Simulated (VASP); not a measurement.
Write the native input for VASP 6.6.1 that does the following.

```yaml
Task: single point
Functional: r2SCAN
Dispersion: D3(BJ)
Potentials_or_basis: VASP PAW PBE potentials, release 64 (Mo_sv, S)
Cutoff: 520 eV
k_mesh: 5 × 5 × 5, shifted
Occupations: methfessel-paxton, width 0.2 eV
Spin: no spin polarisation
Dipole_correction: no
Further_INCAR_settings: ALGO = Normal; EDIFF = 1e-06; NBANDS = 20
```

The system is MoS2.

```xyz
3
Lattice="1.5855 0.9154 6.1150 -1.5855 0.9154 6.1150 0.0000 -1.8308 6.1150" Properties=species:S:1:pos:R:3 pbc="T T T"
Mo    0.0000    0.0000    0.0000
S     0.0000    0.0000   13.7587
S     0.0000    0.0000    4.5862
```

One way to write it, as run:

POSCAR

```
MoS2
1.0
    1.5855000000      0.9153900000      6.1150000000
   -1.5855000000      0.9153900000      6.1150000000
    0.0000000000     -1.8307800000      6.1150000000
Mo S
1 2
Direct
    0.0000000000      0.0000000000      0.0000000000
    0.7500000000      0.7500000000      0.7500000000
    0.2500000000      0.2500000000      0.2500000000
```

INCAR.step1

```
SYSTEM = MoS2
PREC = Accurate
ENCUT = 520
ISMEAR = 1
SIGMA = 0.2
LREAL = .FALSE.
LASPH = .TRUE.
NELM = 100
NBANDS = 20
GGA = PE
ALGO = Normal
EDIFF = 1E-4
LWAVE = .TRUE.
LCHARG = .FALSE.
```

INCAR.step2

```
SYSTEM = MoS2
PREC = Accurate
ENCUT = 520
EDIFF = 1E-6
ISMEAR = 1
SIGMA = 0.2
LREAL = .FALSE.
LASPH = .TRUE.
NELM = 100
ALGO = Normal
ISIF = 2
LWAVE = .FALSE.
LCHARG = .FALSE.
METAGGA = R2SCAN
LMIXTAU = .TRUE.
IVDW = 12
VDW_S6 = 1.0
VDW_S8 = 0.78981345
VDW_A1 = 0.49484001
VDW_A2 = 5.73083694
NBANDS = 20
ISTART = 1
```

KPOINTS

```
Automatic mesh
0
Gamma
  5 5 5
  0.5 0.5 0.5
```

Potentials or basis: VASP PAW PBE potentials, release 64 (Mo_sv, S).

Launch:

```bash
$ cat potpaw_PBE.64/Mo_sv/POTCAR potpaw_PBE.64/S/POTCAR > POTCAR
$ cp INCAR.step1 INCAR
$ mpirun -np 1 vasp_std > vasp.out
$ cp INCAR.step2 INCAR
$ mpirun -np 1 vasp_std > vasp.out
```

Results of the run:

| Item | Value |
| --- | --- |
| Pressure | 5.2 GPa |
| Largest force | 0.655 eV/Å |
| Band gap on the k mesh | zero (band 13 reaches 7.41 eV, above the bottom of band 14 at 7.26 eV) |
| Dispersion energy per atom | -0.202 eV |

Caveat: the k points lie up to 0.46 Å⁻¹ apart; the PAW data sets were made with another functional, which shifts forces and pressure a little; pairwise dispersion overbinds metals, which lowers pressure and volume.

It used 470 s of CPU time on 1 thread of AMD EPYC 7R13 Processor (Zen 3) (shared host).
